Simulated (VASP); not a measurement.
# HfO2 in VASP: a series of runs

Runs on HfO2. Level: PBE. Tasks: single point.

Program: VASP 6.6.1. These are calculated values, not measurements. Logs are shortened: lines on timing, memory, paths and dates and some standing lists are left out, and cuts for length are marked.

### Step 1. The cell of the first run

The cell holds an amorphous packing of atoms, 18 atoms: a = 5.914 Å, b = 6.170 Å, c = 5.666 Å, α = 90.57°, β = 90.53°, γ = 88.22°.

### Step 2. Single point, PBE

File INCAR:

```
PREC = Accurate
ENCUT = 520
EDIFF = 1E-6
ISMEAR = -1
SIGMA = 0.3102
LREAL = Auto
LASPH = T
NELM = 60
ALGO = Normal
ISIF = 2
LWAVE = F
LCHARG = F
GGA = PE
ISYM = 0
NBANDS = 81
```

File KPOINTS:

```
Automatic mesh
0
Gamma
  1 1 1
```

File POSCAR:

```
HfO2
1.0
    5.9133820000      0.0936650000     -0.0263170000
    0.0936650000      6.1692290000     -0.0293520000
   -0.0263170000     -0.0293520000      5.6660680000
Hf O
6 12
Direct
    0.2652981992      0.3820834922     -0.0410971476
    0.8643354671      0.0785729671      0.8228266922
    0.4133525648      0.8372031997      0.0308642233
    0.3875967069      0.0903088971      0.4798484821
    0.8533801936      0.2800528396      0.3340132024
    0.0554072002      0.6248227826      0.5323162288
    1.1872890945      0.1112056955      0.2075100399
    0.0895981376      0.9514842374      0.6196293302
    0.7059435146      0.3756697568      0.6521176545
    0.7493746775      0.8044924977     -0.0787126527
    0.4120009615      0.1165548181      0.8498376204
    0.1407037017      0.3269882817      0.6116994465
    0.8333478715      0.5807496205      0.3198395040
    0.6005862901     -0.0945329723      0.3827460062
   -0.0679150586      0.3395593811      0.9984095543
    1.3319805727      0.6039561801      0.2680206193
    0.3774623211      0.6511620506      0.7679822382
    0.5642738883      0.2862742273      0.1588300241
```

Potentials or basis: VASP PAW PBE potentials, release 64 (Hf_pv, O).

Command:

```console
$ cat potpaw_PBE.64/Hf_pv/POTCAR potpaw_PBE.64/O/POTCAR > POTCAR
$ mpirun -np 1 vasp_gam > vasp.out
```

OUTCAR:

```text
PREC = Accurate
   ENCUT = 520
   EDIFF = 1E-6
   ISMEAR = -1
   LREAL = Auto
   LASPH = T
   NELM = 60
   ISIF = 2
   GGA = PE
   ISYM = 0

 ion  position               nearest neighbor table
   1  0.265  0.382  0.959-  11 1.93  15 2.01  17 2.12  12 2.12  18 2.16  16 2.25   7 2.26   3 2.99
                             6 3.09   2 3.15   4 3.32   5 3.33   3 3.47   4 3.53   6 3.77
   2  0.864  0.079  0.823-   8 1.91  10 1.93  15 1.93   9 2.26  12 2.58  11 2.68  18 2.88   7 2.89
                             5 3.05   5 3.14   1 3.15   3 3.33   6 3.40   4 3.41   4 3.67   3 3.72
   3  0.413  0.837  0.031-  17 1.89  11 2.01  16 2.05  10 2.09  14 2.31   7 2.34   4 2.97   1 2.99
                             2 3.33   1 3.47   4 3.50   2 3.72   6 3.76   6 3.82
   4  0.388  0.090  0.480-  14 1.76   7 1.94  11 2.11   8 2.14  12 2.17  18 2.45   9 2.78   3 2.97
                             5 3.15   1 3.32   2 3.41   5 3.43   3 3.50   1 3.53   6 3.55   2 3.67
   5  0.853  0.280  0.334-  13 1.86  18 1.97  15 2.00   9 2.08   7 2.32  12 2.33   6 2.70  14 2.81
                             8 2.92   2 3.05   2 3.14   4 3.15   1 3.33   4 3.43
   6  0.055  0.625  0.532-  13 1.80  12 1.95   8 2.09  16 2.23  17 2.32   5 2.70   9 2.71   1 3.09
                             2 3.40   4 3.55   3 3.76   1 3.77   4 3.80   3 3.82
   7  0.187  0.111  0.208-   4 1.94   1 2.26   5 2.32   3 2.34   2 2.89
   8  0.090  0.951  0.620-   2 1.91   6 2.09   4 2.14   5 2.92
   9  0.706  0.376  0.652-   5 2.08   2 2.26   6 2.71   4 2.78
  10  0.749  0.804  0.921-   2 1.93   3 2.09
  11  0.412  0.117  0.850-   1 1.93   3 2.01   4 2.11   2 2.68
  12  0.141  0.327  0.612-   6 1.95   1 2.12   4 2.17   5 2.33   2 2.58
  13  0.833  0.581  0.320-   6 1.80   5 1.86
  14  0.601  0.905  0.383-   4 1.76   3 2.31   5 2.81
  15  0.932  0.340  0.998-   2 1.93   5 2.00   1 2.01
  16  0.332  0.604  0.268-   3 2.05   6 2.23   1 2.25
  17  0.377  0.651  0.768-   3 1.89   1 2.12   6 2.32
  18  0.564  0.286  0.159-   5 1.97   1 2.16   4 2.45   2 2.88

IMPORTANT INFORMATION: All symmetrisations will be switched off!
NOSYMM: (Re-)initialisation of all symmetry stuff for point group C_1.

----------------------------------------------------------------------------------------

                                     Primitive cell

  volume of cell :     206.6449

  direct lattice vectors                    reciprocal lattice vectors
     5.913382000  0.093665000 -0.026317000     0.169152023 -0.002564494  0.000772370
     0.093665000  6.169229000 -0.029352000    -0.002564494  0.162137685  0.000828013
    -0.026317000 -0.029352000  5.666068000     0.000772370  0.000828013  0.176497111

  length of vectors
     5.914182310  6.170009816  5.666205141     0.169173225  0.162160079  0.176500743

  position of ions in fractional coordinates (direct lattice)
     0.265298199  0.382083492  0.958902852
     0.864335467  0.078572967  0.822826692
     0.413352565  0.837203200  0.030864223
     0.387596707  0.090308897  0.479848482
     0.853380194  0.280052840  0.334013202
     0.055407200  0.624822783  0.532316229
[... 10 lines left out ...]
     0.377462321  0.651162051  0.767982238
     0.564273888  0.286274227  0.158830024

  ion indices of the primitive-cell ions
   primitive index   ion index
                 1           1
                 2           2
                 3           3
                 4           4
                 5           5
                 6           6
[... 10 lines left out ...]
                17          17
                18          18

----------------------------------------------------------------------------------------

 KPOINTS: Automatic mesh

Automatic generation of k-mesh.
 Grid dimensions read from file:
 generate k-points for:    1    1    1

 Generating k-lattice:

  Cartesian coordinates                     Fractional coordinates (reciprocal lattice)
     0.169152023 -0.002564494  0.000772370     1.000000000 -0.000000000  0.000000000
    -0.002564494  0.162137685  0.000828013     0.000000000  1.000000000  0.000000000
     0.000772370  0.000828013  0.176497111     0.000000000  0.000000000  1.000000000

  Length of vectors
     0.169173225  0.162160079  0.176500743

  Shift w.r.t. Gamma in fractional coordinates (k-lattice)
     0.000000000  0.000000000  0.000000000

 Subroutine IBZKPT returns following result:
 ===========================================

 Found      1 irreducible k-points:

 Following reciprocal coordinates:
            Coordinates               Weight
  0.000000  0.000000  0.000000      1.000000
   k-points           NKPTS =      1   k-points in BZ     NKDIM =      1   number of bands    NBANDS=     81
   number of dos      NEDOS =    301   number of ions     NIONS =     18
   total plane-waves  NPLWV =  96768
   dimension x,y,z NGX =    48 NGY =   48 NGZ =   42
   dimension x,y,z NGXF=    96 NGYF=   96 NGZF=   84
   ions per type =               6  12
   NGX,Y,Z   is equivalent  to a cutoff of  13.49, 12.93, 12.32 a.u.
   NGXF,Y,Z  is equivalent  to a cutoff of  26.99, 25.87, 24.65 a.u.
 SYSTEM =  unknown system
   PREC   = accura    normal or accurate (medium, high low for compatibility)
   ISTART =      0    job   : 0-new  1-cont  2-samecut
   ICHARG =      2    charge: 1-file 2-atom 10-const
   ISPIN  =      1    spin polarized calculation?
   LNONCOLLINEAR =      F non collinear calculations
   LSORBIT =      F    spin-orbit coupling
   LASPH  =      T    aspherical Exc in radial PAW
   ENCUT  =  520.0 eV  38.22 Ry    6.18 a.u.  11.00 11.47 10.54*2*pi/ulx,y,z
   NELM   =     60;   NELMIN=  2; NELMDL= -5     # of ELM steps
   EDIFF  = 0.1E-05   stopping-criterion for ELM
   LREAL  =      T    real-space projection
   EDIFFG = 0.1E-04   stopping-criterion for IOM
   NSW    =      0    number of steps for IOM
   IBRION =     -1    ionic relax: 0-MD 1-quasi-New 2-CG
   NFREE  =      0    steps in history (QN), initial steepest desc. (CG)
   ISIF   =      2    stress and relaxation
   ISYM   =      0    0-nonsym 1-usesym 2-fastsym
   POTIM  = 0.5000    time-step for ionic-motion
   TEBEG  =    0.0;   TEEND  =   0.0 temperature during run
   PSTRESS=    0.0 pullay stress
   NELECT =     132.0000    total number of electrons
   NUPDOWN=      -1.0000    fix difference up-down
   EMIN   =  10.00;   EMAX   =-10.00  energy-range for DOS
   EFERMI =   0.00;   METHOD = LEGACY
   ISMEAR =    -1;   SIGMA  =   0.31  broadening in eV -4-tet -1-fermi 0-gaus
   EFERMI_NEDOS =   21; number of points for ismear=-14 and -15
   IALGO  =     38    algorithm
   IMIX   =      4    mixing-type and parameters
     AMIX     =   0.40;   BMIX     =  1.00
     AMIX_MAG =   1.60;   BMIX_MAG =  1.00
  volume/ion in A,a.u.               =      11.48        77.47
  Fermi-wavevector in a.u.,A,eV,Ry     =   1.409909  2.664343 27.046268  1.987845
  Thomas-Fermi vector in A             =   2.531917
   LORBIT       =      0    0 simple, 1 ext, 2 COOP (PROOUT), +10 PAW based schemes
   GGA     = PE    functional components
   LHFCALC =     F    Hartree Fock is set to
   AEXX    =    0.0000 exact exchange contribution
   IVDW    =     0    specifies the selected vdW correction
   LEPSILON=     F    determine dielectric tensor
   LRPA    =     F    only Hartree local field effects (RPA)
 non-spin polarized calculation
  energy-cutoff  :      520.00
  volume of cell :      206.64
 maximum number of plane-waves:      2786
 NGX is ok and might be reduce to    42
   NGX = 21   NGY = 23   NGZ = 21

 number of electron     132.0000007 magnetization

 Free energy of the ion-electron system (eV)
  ---------------------------------------------------
  ext. energy  EPLUGINS =         0.00000000
  ---------------------------------------------------
  free energy    TOTEN  =      -165.44325379 eV

  energy without entropy =     -165.18411883  energy(sigma->0) =     -165.31368631

 E-fermi :   5.0095     XC(G=0): -11.4048

 val. band max:        3.8624613441   @ k =   0.0000   0.0000   0.0000
 cond. band min:       6.0331833814   @ k =   0.0000   0.0000   0.0000
 fundamental gap:      2.1707220373
 Fermi energy:         5.0095400776

 k-point     1 :       0.0000    0.0000    0.0000
  band No.  band energies     occupation
      1     -27.0735      2.00000
      2     -26.7407      2.00000
      3     -26.6803      2.00000
      4     -26.6259      2.00000
      5     -26.5380      2.00000
      6     -26.4543      2.00000
[... 70 lines left out ...]
     77       9.0539      0.00000
     78       9.2984      0.00000
 [bands above 78 left out]

------------------------ aborting loop because EDIFF is reached ----------------------------------------

  FORCE on cell =-STRESS in cart. coord.  units (eV):
  Direction    XX          YY          ZZ          XY          YZ          ZX
  --------------------------------------------------------------------------------------
  -------------------------------------------------------------------------------------
  Total       25.0496235     41.7651841     37.5694551      2.3150383     10.2473252      6.6253761
  in kB      194.2168974    323.8174209    291.2867335     17.9491546     79.4504440     51.3684364
  external PRESSURE =     269.7736839 kB  Pullay stress =       0.0000000 kB

 VOLUME and BASIS-vectors are now :
 -----------------------------------------------------------------------------
  energy-cutoff  :      520.00
  volume of cell :      206.64
      direct lattice vectors                 reciprocal lattice vectors
     5.913382000  0.093665000 -0.026317000     0.169152023 -0.002564494  0.000772370
     0.093665000  6.169229000 -0.029352000    -0.002564494  0.162137685  0.000828013
    -0.026317000 -0.029352000  5.666068000     0.000772370  0.000828013  0.176497111

 POSITION                                       TOTAL-FORCE (eV/Angst)
 -----------------------------------------------------------------------------------
      1.57936      2.35386      5.41501         2.371765      0.600612      2.605496
      5.09685      0.54154      4.63714        -3.438528      1.344456     -0.254695
      2.52192      5.20271      0.13943         4.094550      0.539391      1.624105
      2.28784      0.57936      2.70600        -0.950050      5.567104      2.634319
      5.06380      1.79784      1.86186        -2.568297     -3.514896     -0.249075
      0.37216      3.84424      2.99634         3.035100      4.142742      1.352590
[... 10 lines left out ...]
      2.27286      4.02998      4.32239        -2.348308     -1.510532      0.244130
      3.35940      1.81428      0.87669        -0.201365     -0.959468      2.070222
 -----------------------------------------------------------------------------------
    total drift:                               -0.000266      0.013990      0.005815

  FREE ENERGIE OF THE ION-ELECTRON SYSTEM (eV)
  ---------------------------------------------------
  free  energy   TOTEN  =      -165.4432537891 eV

  energy  without entropy=     -165.1841188291  energy(sigma->0) =     -165.31368631
```

It took 26 s on 1 thread of AMD EPYC 9R45 (Zen 5), shared host; peak memory 0.25 GiB.

What came out:

```
Free energy            : -165.4433 eV
Pressure               : 27.0 GPa
Largest force          : 6.232 eV/Å
Band gap on the k mesh : 2.17 eV
```

Forces on the atoms (eV/Å):
```
Hf   2.372  0.601  2.605
Hf  -3.439  1.344 -0.255
Hf   4.095  0.539  1.624
Hf  -0.950  5.567  2.634
Hf  -2.568 -3.515 -0.249
Hf   3.035  4.143  1.353
O   -2.201 -1.523 -1.238
O   -0.259 -2.235 -1.298
O   -0.122 -3.793 -1.300
O    0.110  0.907  0.337
O    1.036 -2.508 -2.648
O    0.032  1.027  0.042
O   -0.081  2.127 -1.909
O    3.167 -1.858 -1.056
O    1.843  1.169 -0.278
O   -3.521  0.478 -0.679
O   -2.348 -1.511  0.244
O   -0.201 -0.959  2.070
```

Caveat: the k points lie up to 1.11 Å⁻¹ apart; spin-orbit coupling is left out, which moves the levels of the heavy elements.

(Part 1 of 3 ends here.)
